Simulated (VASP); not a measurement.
# O (Pm-3m) in VASP: single point with LDA

Aim: the single point of O with LDA.

Program: VASP 6.6.1. These are calculated values, not measurements. Logs are shortened: lines on timing, memory, paths and dates and some standing lists are left out, and cuts for length are marked.

## (1) The cell of the first run

Symmetry: Pm-3m, No. 221, cubic system. Conventional cell: a = 4.006 Å, b = 4.006 Å, c = 4.006 Å, α = 90.00°, β = 90.00°, γ = 90.00°. O (site symmetry 4/mmm) has 8 O at 2.83 Å within 3.7 Å.

## (2) Single point, LDA

The input, INCAR:

```
PREC     = Accurate       # precision mode
ENCUT    = 600            # plane-wave cutoff, eV
EDIFF    = 1E-6           # SCF threshold, eV
ISMEAR   = 0              # smearing method
SIGMA    = 0.1            # smearing width, eV
LREAL    = F              # projectors in reciprocal space
LASPH    = T              # aspherical terms in the spheres
NELM     = 120            # most SCF steps
ALGO     = Normal         # electronic algorithm
ISIF     = 2              # what is computed and relaxed
LWAVE    = F              # write WAVECAR
LCHARG   = F              # write CHGCAR
NBANDS   = 16             # bands
GGA_COMPAT= F
```

The input, KPOINTS:

```
regular mesh
0
Gamma
  6 6 6
```

The input, POSCAR:

```
O
1.0
    4.0060000000      0.0000000000      0.0000000000
    0.0000000000      4.0060000000      0.0000000000
    0.0000000000      0.0000000000      4.0060000000
O
3
Direct
    0.5000000000      0.0000000000      0.0000000000
    0.0000000000      0.5000000000      0.0000000000
    0.0000000000      0.0000000000      0.5000000000
```

Potentials or basis: VASP PAW LDA potentials, release 64 (O).

On the command line:

```
> cat potpaw_LDA.64/O/POTCAR > POTCAR
> mpirun -np 1 vasp_std > vasp.out
```

OUTCAR:

```text
PREC = Accurate
   ENCUT = 600
   EDIFF = 1E-6
   ISMEAR = 0
   LREAL = F
   LASPH = T
   NELM = 120
   ISIF = 2

 ion  position               nearest neighbor table
   1  0.500  0.000  0.000-
   2  0.000  0.500  0.000-
   3  0.000  0.000  0.500-

  LATTYP: Found a simple cubic cell.
 ALAT       =     4.0060000000

  Lattice vectors:

 A1 = (   4.0060000000,   0.0000000000,   0.0000000000)
 A2 = (   0.0000000000,   4.0060000000,   0.0000000000)
 A3 = (   0.0000000000,   0.0000000000,   4.0060000000)

Analysis of symmetry for initial positions (statically):
=====================================================================
 Subroutine PRICEL returns:
 Original cell was already a primitive cell.

 Routine SETGRP: Setting up the symmetry group for a
 simple cubic supercell.

 Subroutine GETGRP returns: Found 48 space group operations
 (whereof 48 operations were pure point group operations)
 out of a pool of 48 trial point group operations.

The static configuration has the point symmetry O_h .

Analysis of symmetry for dynamics (positions and initial velocities):
=====================================================================
 Subroutine PRICEL returns:
 Original cell was already a primitive cell.

 Routine SETGRP: Setting up the symmetry group for a
 simple cubic supercell.

 Subroutine GETGRP returns: Found 48 space group operations
 (whereof 48 operations were pure point group operations)
 out of a pool of 48 trial point group operations.

The dynamic configuration has the point symmetry O_h .

 Subroutine INISYM returns: Found 48 space group operations
 (whereof 48 operations are pure point group operations),
 and found     1 'primitive' translations

----------------------------------------------------------------------------------------

                                     Primitive cell

  volume of cell :      64.2884

  direct lattice vectors                    reciprocal lattice vectors
     4.006000000  0.000000000  0.000000000     0.249625562  0.000000000  0.000000000
     0.000000000  4.006000000  0.000000000     0.000000000  0.249625562  0.000000000
     0.000000000  0.000000000  4.006000000     0.000000000  0.000000000  0.249625562

  length of vectors
[... 76 lines left out ...]
   LASPH  =      T    aspherical Exc in radial PAW
   ENCUT  =  600.0 eV  44.10 Ry    6.64 a.u.   8.00  8.00  8.00*2*pi/ulx,y,z
   NELM   =    120;   NELMIN=  2; NELMDL= -5     # of ELM steps
   EDIFF  = 0.1E-05   stopping-criterion for ELM
   LREAL  =      F    real-space projection
   EDIFFG = 0.1E-04   stopping-criterion for IOM
   NSW    =      0    number of steps for IOM
   IBRION =     -1    ionic relax: 0-MD 1-quasi-New 2-CG
   NFREE  =      0    steps in history (QN), initial steepest desc. (CG)
   ISIF   =      2    stress and relaxation
   ISYM   =      2    0-nonsym 1-usesym 2-fastsym
   POTIM  = 0.5000    time-step for ionic-motion
   TEBEG  =    0.0;   TEEND  =   0.0 temperature during run
   PSTRESS=    0.0 pullay stress
   NELECT =      18.0000    total number of electrons
   NUPDOWN=      -1.0000    fix difference up-down
   EMIN   =  10.00;   EMAX   =-10.00  energy-range for DOS
   EFERMI =   0.00;   METHOD = LEGACY
   ISMEAR =     0;   SIGMA  =   0.10  broadening in eV -4-tet -1-fermi 0-gaus
   EFERMI_NEDOS =   21; number of points for ismear=-14 and -15
   IALGO  =     38    algorithm
   IMIX   =      4    mixing-type and parameters
     AMIX     =   0.40;   BMIX     =  1.00
     AMIX_MAG =   1.60;   BMIX_MAG =  1.00
  volume/ion in A,a.u.               =      21.43       144.61
  Fermi-wavevector in a.u.,A,eV,Ry     =   1.070997  2.023890 15.606338  1.147034
  Thomas-Fermi vector in A             =   2.206724
   LORBIT       =      0    0 simple, 1 ext, 2 COOP (PROOUT), +10 PAW based schemes
   GGA     = CA    functional components
   LHFCALC =     F    Hartree Fock is set to
   AEXX    =    0.0000 exact exchange contribution
   IVDW    =     0    specifies the selected vdW correction
   LEPSILON=     F    determine dielectric tensor
   LRPA    =     F    only Hartree local field effects (RPA)
 non-spin polarized calculation
 Gauss-broadening in eV      SIGMA  =   0.10
  energy-cutoff  :      600.00
  volume of cell :       64.29
 maximum number of plane-waves:      2176
   NGX = 17   NGY = 17   NGZ = 17

 number of electron      18.0000002 magnetization

 Free energy of the ion-electron system (eV)
  ---------------------------------------------------
  ext. energy  EPLUGINS =         0.00000000
  ---------------------------------------------------
  free energy    TOTEN  =        -4.71221395 eV

  energy without entropy =       -4.66755160  energy(sigma->0) =       -4.68988278

 E-fermi :  -5.7692     XC(G=0):  -7.7150

 val. band max:       -5.7860828960   @ k =   0.3333   0.3333   0.0000
 cond. band min:      -5.7597202199   @ k =   0.1667   0.1667   0.0000
 fundamental gap:      0.0263626760
 Fermi energy:        -5.7692420608

 k-point     1 :       0.0000    0.0000    0.0000
  band No.  band energies     occupation
      1     -21.5419      2.00000
      2     -20.5085      2.00000
      3     -20.5085      2.00000
      4      -7.2992      2.00000
      5      -7.2992      2.00000
      6      -7.2992      2.00000
[... 357 lines left out ...]
      3     -20.8235      2.00000
      4      -8.2231      2.00000
      5      -7.2417      2.00000
      6      -7.2417      2.00000
[... 8 lines left out ...]
     15       9.5252      0.00000
     16       9.5252      0.00000

------------------------ aborting loop because EDIFF is reached ----------------------------------------

  FORCE on cell =-STRESS in cart. coord.  units (eV):
  Direction    XX          YY          ZZ          XY          YZ          ZX
  --------------------------------------------------------------------------------------
  -------------------------------------------------------------------------------------
  Total       -6.6043178     -6.6043178     -6.6043178     -0.0000000      0.0000000     -0.0000000
  in kB     -164.5908589   -164.5908589   -164.5908589     -0.0000000      0.0000000     -0.0000000
  external PRESSURE =    -164.5908589 kB  Pullay stress =       0.0000000 kB

 VOLUME and BASIS-vectors are now :
 -----------------------------------------------------------------------------
  energy-cutoff  :      600.00
  volume of cell :       64.29
      direct lattice vectors                 reciprocal lattice vectors
     4.006000000  0.000000000  0.000000000     0.249625562  0.000000000  0.000000000
     0.000000000  4.006000000  0.000000000     0.000000000  0.249625562  0.000000000
     0.000000000  0.000000000  4.006000000     0.000000000  0.000000000  0.249625562

 POSITION                                       TOTAL-FORCE (eV/Angst)
 -----------------------------------------------------------------------------------
      2.00300      0.00000      0.00000         0.000000      0.000000      0.000000
      0.00000      2.00300      0.00000         0.000000      0.000000      0.000000
      0.00000      0.00000      2.00300         0.000000      0.000000      0.000000
 -----------------------------------------------------------------------------------
    total drift:                                0.000000      0.000000     -0.000000

  FREE ENERGIE OF THE ION-ELECTRON SYSTEM (eV)
  ---------------------------------------------------
  free  energy   TOTEN  =        -4.7122139515 eV

  energy  without entropy=       -4.6675516010  energy(sigma->0) =       -4.68988278
```

OSZICAR:

```text
N       E                     dE             d eps       ncg     rms          rms(c)
DAV:   1     0.998620652604E+02    0.99862E+02   -0.97139E+03   640   0.110E+03
DAV:   2     0.526980884438E+00   -0.99335E+02   -0.95707E+02   832   0.219E+02
DAV:   3    -0.482983862743E+01   -0.53568E+01   -0.52642E+01   704   0.537E+01
DAV:   4    -0.486976316736E+01   -0.39925E-01   -0.39912E-01   880   0.526E+00
DAV:   5    -0.487003533411E+01   -0.27217E-03   -0.27217E-03   704   0.420E-01    0.319E+00
DAV:   6    -0.471674827617E+01    0.15329E+00   -0.31117E-01   744   0.377E+00    0.527E-01
DAV:   7    -0.471198574350E+01    0.47625E-02   -0.19121E-02   736   0.954E-01    0.239E-01
DAV:   8    -0.471214096561E+01   -0.15522E-03   -0.29202E-04   760   0.133E-01    0.815E-02
DAV:   9    -0.471220219968E+01   -0.61234E-04   -0.44014E-05   656   0.663E-02    0.116E-02
DAV:  10    -0.471221193708E+01   -0.97374E-05   -0.50646E-06   704   0.185E-02    0.681E-03
DAV:  11    -0.471221388090E+01   -0.19438E-05   -0.18604E-06   600   0.858E-03    0.154E-03
DAV:  12    -0.471221395147E+01   -0.70574E-07   -0.23951E-07   664   0.315E-03
   1 F= -.47122140E+01 E0= -.46898828E+01  d E =-.446624E-01
```

Wall time 6.9 s (1 thread of Intel Xeon 6975P-C (Granite Rapids), shared host); peak memory 0.15 GiB.

What came out:

| Quantity | Value |
| --- | --- |
| Free energy | -4.7122 eV |
| Pressure | -16.5 GPa |
| Band gap on the k mesh | zero (band 9 reaches -5.44 eV, above the bottom of band 10 at -6.15 eV) |
